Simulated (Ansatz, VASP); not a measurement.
## Two plane-wave programs on Zn

```
CELL_PARAMETERS angstrom
0.00000 1.92208 1.92208
1.92208 0.00000 1.92208
1.92208 1.92208 0.00000
ATOMIC_POSITIONS crystal
Zn 0.00000 0.00000 0.00000
```

Alike in both runs: functional PBEsol; k mesh 14 × 14 × 14; occupations fermi-dirac, width 0.05 eV; no spin polarisation.

Ansatz relaxed the structure, and its values are those at the end. VASP's run is a single point on that final structure, the one shown.

|  | VASP | Ansatz |
| --- | --- | --- |
| version | VASP 6.6.1 | Ansatz 0.2.0 |
| potentials or method | VASP PAW PBE potentials, release 64 (Zn), cutoff 520 eV | PAW with Ansatz's default frozen-core files, scalar-relativistic |
| valence electrons in the cell | 12 | 12 |

```csv
,VASP,Ansatz,Ansatz less VASP
pressure (GPa),0.4,0.0,-0.44
```

VASP's potentials were made for PBE, not for PBEsol.
